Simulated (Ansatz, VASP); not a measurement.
**InP: VASP beside Ansatz**

Contents of INCAR:

```
ALGO = Normal
EDIFF = 1E-6
ENCUT = 500
GGA = PE
GGA_COMPAT = F
ISIF = 2
ISMEAR = 0
LASPH = T
LCHARG = F
LREAL = F
LWAVE = F
NBANDS = 16
NELM = 120
PREC = Accurate
SIGMA = 0.01
```

Contents of KPOINTS:

```
k-points
0
Gamma
  4 4 4
```

The input POSCAR:

```
InP
1.0
    0.0000000000      2.8505955800      2.8505955800
    2.8505955800      0.0000000000      2.8505955800
    2.8505955800      2.8505955800      0.0000000000
In P
1 1
Direct
    0.0000000000      0.0000000000      0.0000000000
    0.2500000000      0.2500000000      0.2500000000
```

Input for Ansatz:

```yaml
crystal:
  lattice:
    - [0.0, 2.85059558, 2.85059558]
    - [2.85059558, 0.0, 2.85059558]
    - [2.85059558, 2.85059558, 0.0]
  atoms:
    - { symbol: In, position: [0.0, 0.0, 0.0] }
    - { symbol: P, position: [0.25, 0.25, 0.25] }
basis:
  precision: f64
  xc_grid: 2
  ecutwfc: 700
  ecutrho_ratio: 4
kpoints:
  mp_grid: { grid: [4, 4, 4], shift: [0, 0, 0] }
hamiltonian:
  xc: pbe
  dispersion: none
  pseudopotentials:
    kind: paw
    azcp:
      In: "pseudopotentials/In.paw.azcp"
      P: "pseudopotentials/P.paw.azcp"
magnetization:
  spin_polarized: false
scf:
  lower_state_search: "off"
  max_iter: 200
  occupations: { method: fixed }
  convergence: { dr2_threshold: "1e-10 eV" }
output:
  forces: true
  stress: true
  eigenvalues: true
```

Alike in both runs: task single point; functional PBE; k mesh 4 × 4 × 4; no spin polarisation.

|  | VASP | Ansatz |
| --- | --- | --- |
| version | VASP 6.6.1 | Ansatz 0.2.0-dev |
| potentials or method | VASP PAW PBE potentials, release 64 (In_d, P), cutoff 500 eV | hard PAW set made for 700 eV |
| occupations | gaussian, width 0.01 eV | fixed |

```tsv
	VASP	Ansatz	Ansatz less VASP
gap on the k mesh at the Fermi level (eV)	1.15	1.15	+0.001
```

The k mesh is coarse, so the values compare programs but aren't converged.
